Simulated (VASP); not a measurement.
# SiC (P1) in VASP: single point with r2SCAN

Aim: the single point of SiC with r2SCAN.

Program: VASP 6.6.1. These are calculated values, not measurements. Logs are shortened: lines on timing, memory, paths and dates and some standing lists are left out, and cuts for length are marked.

### 1 The cell of the first run

The typed cell holds 12 atoms: a = 4.356 Å, b = 3.080 Å, c = 9.256 Å, α = 91.91°, β = 87.30°, γ = 90.00°.

### 2 Single point, r2SCAN

The input, POSCAR:

```
SiC
1.0
    4.3562899735      0.0000000000      0.0000000000
    0.0000000000      2.1781449867     -2.1781449867
    0.4356289974      6.3166204615      6.7522494589
Si C
6 6
Direct
   -0.0249983333      0.0249983333      0.2499833333
    0.4583350000      0.5416650000      0.4166500000
   -0.0583316667      0.0583316667      0.5833166667
    0.4250016667      0.5749983333      0.7499833333
   -0.0916650000      0.0916650000      0.9166500000
    0.4916683333      0.5083316667      0.0833166667
    0.7083350000      0.0416650000      0.4166500000
    0.1916683333      0.5583316667      0.5833166667
    0.6750016667      0.0749983333      0.7499833333
    0.1583350000      0.5916650000      0.9166500000
    0.7416683333      0.0083316667      0.0833166667
    0.2250016667      0.5249983333      0.2499833333
```

The input, INCAR.step1:

```
  PREC = Accurate
  ENCUT = 520
  ISMEAR = 0
  SIGMA = 0.05
  LREAL = False
  LASPH = True
  NELM = 100
  NBANDS = 36
  GGA = PE
  ALGO = Normal
  EDIFF = 1E-4
  LWAVE = True
  LCHARG = False
```

The input, INCAR.step2:

```
  PREC = Accurate
  ENCUT = 520
  EDIFF = 1E-6
  ISMEAR = 0
  SIGMA = 0.05
  LREAL = False
  LASPH = True
  NELM = 100
  ALGO = Normal
  ISIF = 2
  LWAVE = False
  LCHARG = True
  METAGGA = R2SCAN
  LMIXTAU = True
  LELF = True
  LVHAR = True
  NBANDS = 36
  ISTART = 1
```

The input, KPOINTS:

```
regular mesh
0
Gamma
  6 9 3
```

Potentials or basis: VASP PAW PBE potentials, release 64 (Si, C).

Command:

```sh
$ cat potpaw_PBE.64/Si/POTCAR potpaw_PBE.64/C/POTCAR > POTCAR
$ cp INCAR.step1 INCAR
$ mpirun -np 1 vasp_std > vasp.out
$ cp INCAR.step2 INCAR
$ mpirun -np 1 vasp_std > vasp.out
```

OUTCAR:

```text
PREC = Accurate
   ENCUT = 520
   EDIFF = 1E-6
   ISMEAR = 0
   LREAL = False
   LASPH = True
   NELM = 100
   ISIF = 2
   METAGGA = R2SCAN
   ISTART = 1

 ion  position               nearest neighbor table
   1  0.975  0.025  0.250-  11 1.89  12 1.89  12 1.89   7 1.89   6 3.08   6 3.08   6 3.08   6 3.08
                             2 3.08   2 3.08   2 3.08   2 3.08   3 3.08   5 3.13
   2  0.458  0.542  0.417-   7 1.89   7 1.89  12 1.89   8 1.89   6 3.08   4 3.08   1 3.08   3 3.08
                             1 3.08   3 3.08   1 3.08   3 3.08   3 3.08   1 3.08
   3  0.942  0.058  0.583-   9 1.89   8 1.89   8 1.89   7 1.89   4 3.08   4 3.08   5 3.08   4 3.08
                             4 3.08   2 3.08   2 3.08   2 3.08   2 3.08   1 3.08
   4  0.425  0.575  0.750-   8 1.89   9 1.89   9 1.89  10 1.89   3 3.08   3 3.08   2 3.08   3 3.08
                             3 3.08   5 3.08   5 3.08   5 3.08   5 3.08   6 3.13
   5  0.908  0.092  0.917-  11 1.70  10 1.89  10 1.89   9 1.89   6 2.63   6 2.97   3 3.08   4 3.08
                             4 3.08   4 3.08   4 3.08   1 3.13
   6  0.492  0.508  0.083-  12 1.89  11 1.89  11 1.89  10 2.19   5 2.63   5 2.97   1 3.08   1 3.08
                             2 3.08   1 3.08   1 3.08   4 3.13
   7  0.708  0.042  0.417-   2 1.89   2 1.89   3 1.89   1 1.89
   8  0.192  0.558  0.583-   4 1.89   3 1.89   3 1.89   2 1.89
   9  0.675  0.075  0.750-   3 1.89   4 1.89   4 1.89   5 1.89
  10  0.158  0.592  0.917-   5 1.89   5 1.89   4 1.89   6 2.19
  11  0.742  0.008  0.083-   5 1.70   1 1.89   6 1.89   6 1.89
  12  0.225  0.525  0.250-   6 1.89   1 1.89   1 1.89   2 1.89

  LATTYP: Found a triclinic cell.
 ALAT       =     4.3562899735
 B/A-ratio  =     1.2247448714
 C/A-ratio  =     2.1248529361
 COS(alpha) =     0.0192130139
 COS(beta)  =     0.0470620805
 COS(gamma) =     0.8164965809

  Lattice vectors:

 A1 = (   4.3562899735,   0.0000000000,   0.0000000000)
 A2 = (   4.3562899735,   2.1781449867,  -2.1781449867)
 A3 = (   0.4356289974,   6.3166204615,   6.7522494589)

Analysis of symmetry for initial positions (statically):
=====================================================================
 Subroutine PRICEL returns:
 Original cell was already a primitive cell.

 Routine SETGRP: Setting up the symmetry group for a
 triclinic supercell.

 Subroutine GETGRP returns: Found  1 space group operations
 (whereof  1 operations were pure point group operations)
 out of a pool of  2 trial point group operations.

The static configuration has the point symmetry C_1 .

Analysis of symmetry for dynamics (positions and initial velocities):
=====================================================================
 Subroutine PRICEL returns:
 Original cell was already a primitive cell.

 Routine SETGRP: Setting up the symmetry group for a
 triclinic supercell.

 Subroutine GETGRP returns: Found  1 space group operations
 (whereof  1 operations were pure point group operations)
 out of a pool of  2 trial point group operations.

The dynamic configuration has the point symmetry C_1 .

 Subroutine INISYM returns: Found  1 space group operations
 (whereof  1 operations are pure point group operations),
 and found     1 'primitive' translations

----------------------------------------------------------------------------------------

                                     Primitive cell

  volume of cell :     124.0057

  direct lattice vectors                    reciprocal lattice vectors
     4.356289974  0.000000000  0.000000000     0.229553130 -0.007651771 -0.007651771
     0.000000000  2.178144987 -2.178144987     0.000000000  0.237204901 -0.221901359
     0.435628997  6.316620462  6.752249459     0.000000000  0.076517710  0.076517710

  length of vectors
     4.356289974  3.080362181  9.256475541     0.229808048  0.324817454  0.108212383

  position of ions in fractional coordinates (direct lattice)
     0.975001667  0.024998333  0.249983333
     0.458335000  0.541665000  0.416650000
     0.941668333  0.058331667  0.583316667
     0.425001667  0.574998333  0.749983333
     0.908335000  0.091665000  0.916650000
[... 24 lines left out ...]

 KPOINTS: regular mesh

Automatic generation of k-mesh.
 Grid dimensions read from file:
 generate k-points for:    6    9    3

 Generating k-lattice:

  Cartesian coordinates                     Fractional coordinates (reciprocal lattice)
     0.038258855 -0.001275295 -0.001275295     0.166666667  0.000000000  0.000000000
     0.000000000  0.026356100 -0.024655707     0.000000000  0.111111111  0.000000000
     0.000000000  0.025505903  0.025505903     0.000000000  0.000000000  0.333333333

  Length of vectors
     0.038301341  0.036090828  0.036070794

  Shift w.r.t. Gamma in fractional coordinates (k-lattice)
     0.000000000  0.000000000  0.000000000

 Subroutine IBZKPT returns following result:
 ===========================================

 Found     82 irreducible k-points:

 Following reciprocal coordinates:
            Coordinates               Weight
  0.000000  0.000000  0.000000      1.000000
  0.166667  0.000000  0.000000      2.000000
  0.333333  0.000000  0.000000      2.000000
  0.500000  0.000000  0.000000      1.000000
  0.000000  0.111111  0.000000      2.000000
  0.166667  0.111111 -0.000000      2.000000
[... 16 lines left out ...]
  0.000000  0.444444  0.000000      2.000000
  0.166667  0.444444 -0.000000      2.000000
 [... further k-points ...]
   k-points           NKPTS =     82   k-points in BZ     NKDIM =     82   number of bands    NBANDS=     36
   number of dos      NEDOS =    301   number of ions     NIONS =     12
   total plane-waves  NPLWV =  53760
   dimension x,y,z NGX =    32 NGY =   24 NGZ =   70
   dimension x,y,z NGXF=    64 NGYF=   48 NGZF=  140
   ions per type =               6   6
   NGX,Y,Z   is equivalent  to a cutoff of  12.21, 12.95, 12.57 a.u.
   NGXF,Y,Z  is equivalent  to a cutoff of  24.42, 25.91, 25.14 a.u.
 SYSTEM =  unknown system
   PREC   = accura    normal or accurate (medium, high low for compatibility)
   ISTART =      1    job   : 0-new  1-cont  2-samecut
   ICHARG =      0    charge: 1-file 2-atom 10-const
   ISPIN  =      1    spin polarized calculation?
   LNONCOLLINEAR =      F non collinear calculations
   LSORBIT =      F    spin-orbit coupling
   LASPH  =      T    aspherical Exc in radial PAW
   ENCUT  =  520.0 eV  38.22 Ry    6.18 a.u.   8.10  5.73 17.21*2*pi/ulx,y,z
   NELM   =    100;   NELMIN=  2; NELMDL=  0     # of ELM steps
   EDIFF  = 0.1E-05   stopping-criterion for ELM
   LREAL  =      F    real-space projection
   EDIFFG = 0.1E-04   stopping-criterion for IOM
   NSW    =      0    number of steps for IOM
   IBRION =     -1    ionic relax: 0-MD 1-quasi-New 2-CG
   NFREE  =      0    steps in history (QN), initial steepest desc. (CG)
   ISIF   =      2    stress and relaxation
   ISYM   =      2    0-nonsym 1-usesym 2-fastsym
   POTIM  = 0.5000    time-step for ionic-motion
   TEBEG  =    0.0;   TEEND  =   0.0 temperature during run
   PSTRESS=    0.0 pullay stress
   NELECT =      48.0000    total number of electrons
   NUPDOWN=      -1.0000    fix difference up-down
   EMIN   =  10.00;   EMAX   =-10.00  energy-range for DOS
   EFERMI =   0.00;   METHOD = LEGACY
   ISMEAR =     0;   SIGMA  =   0.05  broadening in eV -4-tet -1-fermi 0-gaus
   EFERMI_NEDOS =   21; number of points for ismear=-14 and -15
   IALGO  =     38    algorithm
   IMIX   =      4    mixing-type and parameters
     AMIX     =   0.40;   BMIX     =  1.00
     AMIX_MAG =   1.60;   BMIX_MAG =  1.00
  volume/ion in A,a.u.               =      10.33        69.74
  Fermi-wavevector in a.u.,A,eV,Ry     =   1.193094  2.254621 19.367534  1.423474
  Thomas-Fermi vector in A             =   2.329117
   LORBIT       =      0    0 simple, 1 ext, 2 COOP (PROOUT), +10 PAW based schemes
   METAGGA = R2SCAN    functional components
   LHFCALC =     F    Hartree Fock is set to
   AEXX    =    0.0000 exact exchange contribution
   IVDW    =     0    specifies the selected vdW correction
   LEPSILON=     F    determine dielectric tensor
   LRPA    =     F    only Hartree local field effects (RPA)
 non-spin polarized calculation
 Gauss-broadening in eV      SIGMA  =   0.05
  energy-cutoff  :      520.00
  volume of cell :      124.01
 maximum number of plane-waves:      3373
   NGX = 17   NGY = 11   NGZ = 35

 number of electron      47.9999999 magnetization

 Free energy of the ion-electron system (eV)
  ---------------------------------------------------
  ext. energy  EPLUGINS =         0.00000000
  ---------------------------------------------------
  free energy    TOTEN  =      -114.21644775 eV

  energy without entropy =     -114.21644775  energy(sigma->0) =     -114.21644775

 E-fermi :   8.7476     XC(G=0): -11.9446

 val. band max:        8.4658098411   @ k =   0.0000   0.0000   0.0000
 cond. band min:       9.3163349931   @ k =   0.0000   0.4444   0.3333
 fundamental gap:      0.8505251520
 Fermi energy:         8.7476367937

 k-point     1 :       0.0000    0.0000    0.0000
  band No.  band energies     occupation
      1      -8.2910      2.00000
      2      -6.9288      2.00000
      3      -6.6926      2.00000
      4      -3.7893      2.00000
      5      -3.3801      2.00000
      6      -2.8407      2.00000
[... 925 lines left out ...]
     35      15.9965      0.00000
     36      16.8584      0.00000

 [... further k-points ...]

------------------------ aborting loop because EDIFF is reached ----------------------------------------

  FORCE on cell =-STRESS in cart. coord.  units (eV):
  Direction    XX          YY          ZZ          XY          YZ          ZX
  --------------------------------------------------------------------------------------
  -------------------------------------------------------------------------------------
  Total        0.3766323      5.6972118     -0.7545749     -6.7683429      2.0936909     -6.3329739
  in kB        4.8661612     73.6090726     -9.7492523    -87.4482926     27.0508889    -81.8232408
  external PRESSURE =      22.9086605 kB  Pullay stress =       0.0000000 kB

 VOLUME and BASIS-vectors are now :
 -----------------------------------------------------------------------------
  energy-cutoff  :      520.00
  volume of cell :      124.01
      direct lattice vectors                 reciprocal lattice vectors
     4.356289974  0.000000000  0.000000000     0.229553130 -0.007651771 -0.007651771
     0.000000000  2.178144987 -2.178144987     0.000000000  0.237204901 -0.221901359
     0.435628997  6.316620462  6.752249459     0.000000000  0.076517710  0.076517710

 POSITION                                       TOTAL-FORCE (eV/Angst)
 -----------------------------------------------------------------------------------
      4.35629      1.63350      1.63350         0.322038      0.160300      0.018050
      2.17814      3.81164      1.63350        -0.158847      0.129204      0.136932
      4.35629      3.81164      3.81164         0.244082      0.124961      0.126732
      2.17814      5.98979      3.81164        -0.441951      0.127709      0.347113
      4.35629      5.98979      5.98979         4.111115     -2.532536     -1.894195
      2.17814      1.63350     -0.54465        -2.864624      0.999461     -0.531100
      3.26722      2.72257      2.72257        -0.055722     -0.150396     -0.147232
      1.08907      4.90072      2.72257         0.039608     -0.193095     -0.221443
      3.26722      4.90072      4.90072         0.017379      0.045544      0.135158
      1.08907      7.07886      4.90072         2.387106     -1.209080      0.346428
      3.26722      0.54443      0.54443        -3.422564      2.476346      1.744880
      1.08907      2.72257      0.54443        -0.177620      0.021581     -0.061323
 -----------------------------------------------------------------------------------
    total drift:                                0.000899     -0.000182     -0.000311

  FREE ENERGIE OF THE ION-ELECTRON SYSTEM (eV)
  ---------------------------------------------------
  free  energy   TOTEN  =      -114.2164477539 eV

  energy  without entropy=     -114.2164477539  energy(sigma->0) =     -114.21644775
```

It took 8.3 min on 1 thread of Intel Xeon 6975P-C (Granite Rapids), shared host; peak memory 0.39 GiB.

What came out:

```yaml
Free_energy: -114.2164 eV
Pressure: 2.3 GPa
Largest_force: 5.187 eV/Å
Band_gap_on_the_k_mesh: 0.85 eV (least direct gap 1.29 eV)
```

Forces in eV/Å, atoms in the order of the input:
```
Si   0.322  0.160  0.018
Si  -0.159  0.129  0.137
Si   0.244  0.125  0.127
Si  -0.442  0.128  0.347
Si   4.111 -2.533 -1.894
Si  -2.865  0.999 -0.531
C   -0.056 -0.150 -0.147
C    0.040 -0.193 -0.221
C    0.017  0.046  0.135
C    2.387 -1.209  0.346
C   -3.423  2.476  1.745
C   -0.178  0.022 -0.061
```

Stress tensor (GPa, compression positive):
```
 0.49 -8.74 -8.18
-8.74  7.36  2.71
-8.18  2.71 -0.97
```

Caveat: the PAW data sets were made with another functional, which shifts forces and pressure a little; an odd mesh through Γ misses points on the zone boundary, where band edges can lie.
